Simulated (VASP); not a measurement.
PtS2:

```
Pt S
1.0
     3.54320    0.00000    0.00000
    -1.77160    3.06850    0.00000
     0.00000    0.00000    5.03880
Pt S
1 2
Cartesian
  0.0000 0.0000 0.0000
  0.0000 2.0457 1.1438
  1.7716 1.0228 3.8950
```

| Item | Value |
| --- | --- |
| Program | VASP 6.6.1 |
| Task | relaxation of cell and atoms |
| Functional | PBEsol |
| Potentials or basis | VASP PAW PBE potentials, release 64 (Pt, S) |
| Cutoff | 600 eV |
| k mesh | 9 × 9 × 6 |
| Occupations | fermi-dirac, width 0.05 eV |
| Spin | no spin polarisation |

At the start: pressure 6.2 GPa; volume 18.26 Å³/atom.

Problem. How do energy, volume and symmetry change on relaxing?

Solution. Over 6 steps the energy falls by 20.0 meV/atom and the volume is 18.73 Å³/atom (+2.6 %); space group P-3m1 (No. 164, to 0.1 Å) before and after.

The path:
```csv
step,energy change (eV),largest force (eV/Å),pressure (GPa),volume (Å³)
1,0.0000,0.9307,6.16,54.78
2,0.1062,0.8736,-9.98,60.54
3,-0.0504,0.1996,-0.68,56.75
4,-0.0504,0.2163,-0.50,56.70
5,-0.0573,0.1277,-0.30,56.45
6,-0.0600,0.0345,-0.10,56.19
```

Final structure:
```xyz
3
Lattice="3.5535 0.0000 0.0000 -1.7767 3.0774 0.0000 0.0000 0.0000 5.1385" Properties=species:S:1:pos:R:3 pbc="T T T"
Pt    0.0000    0.0000    0.0000
S     0.0000    2.0516    1.2043
S     1.7767    1.0258    3.9342
```

Caveat: the PAW data sets were made with another functional, which shifts forces and pressure a little; the relaxation stopped at a loose force limit of 0.05 eV/Å, so its end isn't a converged minimum.
